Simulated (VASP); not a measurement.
A run of VASP 6.6.1 is set up as follows.

Contents of INCAR:

```
SYSTEM = WS2
PREC = Accurate
ENCUT = 520
EDIFF = 1E-8
ISMEAR = -1
SIGMA = 0.08
LREAL = .FALSE.
LASPH = .TRUE.
NELM = 80
ALGO = Normal
ISIF = 2
LWAVE = .FALSE.
LCHARG = .FALSE.
LEFG = .TRUE.
NBANDS = 20
```

KPOINTS

```
regular mesh
0
G
  13 13 13
  0 0 0
```

POSCAR

```
WS2
1.0
    1.5790003843      0.9116362969      6.1016967000
   -1.5790003843      0.9116362969      6.1016967000
    0.0000000000     -1.8232725938      6.1016967000
W S
1 2
Direct
    0.0000000000      0.0000000000      0.0000000000
    0.7503000000      0.7503000000      0.7503000000
    0.5810000000      0.5810000000      0.5810000000
```

Potentials or basis: VASP PAW LDA potentials, release 64 (W_sv, S).

Run with:

```bash
$ cat potpaw_LDA.64/W_sv/POTCAR potpaw_LDA.64/S/POTCAR > POTCAR
$ mpirun -np 1 vasp_std > vasp.out
```

**Question.** Predict the largest force.

**Answer.** 0.601 eV/Å.

**Question.** What does it give for the band gap on the k mesh?

**Answer.** 0.97 eV (least direct gap 2.06 eV).

**Question.** Predict the pressure.

**Answer.** -1.5 GPa.

Forces in eV/Å, atoms in the order of the input:
```
W    0.000  0.000 -0.601
S    0.000  0.000  0.382
S    0.000  0.000  0.219
```

Caveat: the cell differs from its parent crystal (zz strain of -1 %); without QUAD_EFG the Cq values of the log hold for a quadrupole moment of 1 mb, not for the nuclei; spin-orbit coupling is left out, which moves the levels of the heavy elements; an odd mesh through Γ misses points on the zone boundary, where band edges can lie.
